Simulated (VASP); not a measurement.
Here is a VASP 6.6.1 calculation.

INCAR

```
SYSTEM = HfMg3
PREC     = Accurate       ! precision mode
ENCUT    = 520            ! plane-wave cutoff, eV
EDIFF    = 1E-6           ! SCF threshold, eV
ISMEAR   = -1             ! smearing method
SIGMA    = 0.05           ! smearing width, eV
LREAL    = .FALSE.        ! projectors in reciprocal space
LASPH    = .TRUE.         ! aspherical terms in the spheres
NELM     = 100            ! most SCF steps
ALGO     = Normal         ! electronic algorithm
ISIF     = 2              ! what is computed and relaxed
LWAVE    = .FALSE.        ! write WAVECAR
LCHARG   = .TRUE.         ! write CHGCAR
GGA      = PE             ! functional
LELF     = .TRUE.         ! ELF
LVHAR    = .TRUE.       
NBANDS   = 26             ! bands
```

File KPOINTS:

```
Automatic mesh
0
G
  5 5 5
  0 0 0
```

File POSCAR:

```
HfMg3
1.0
    6.3099740947      0.0000000000      0.0000000000
   -3.1549870474      5.4645978633      0.0000000000
    0.0000000000      0.0000000000      5.0310200000
Hf Mg
2 6
Direct
    0.6666666667      0.3333333333      0.2500000000
    0.3333333333      0.6666666667      0.7500000000
    0.6643270100      0.8321635050      0.2500000000
    0.1678364950      0.8321635050      0.2500000000
    0.1678364950      0.3356729900      0.2500000000
    0.8321635050      0.6643270100      0.7500000000
    0.8321635050      0.1678364950      0.7500000000
    0.3356729900      0.1678364950      0.7500000000
```

Potentials or basis: VASP PAW PBE potentials, release 64 (Hf_pv, Mg).

The run is started by

```console
$ cat potpaw_PBE.64/Hf_pv/POTCAR potpaw_PBE.64/Mg/POTCAR > POTCAR
$ mpirun -np 1 vasp_std > vasp.out
```

Problem. Predict the largest force.

Solution. 0.006 eV/Å.

Problem. Predict the band gap on the k mesh.

Solution. Zero (band 16 reaches 3.32 eV, above the bottom of band 17 at 2.78 eV).

Problem. Predict the pressure.

Solution. 0.0 GPa.

Stress tensor (GPa, compression positive):
```
 0.06  0.00  0.00
 0.00  0.06  0.00
 0.00  0.00 -0.09
```

Caveat: spin-orbit coupling is left out, which moves the levels of the heavy elements.
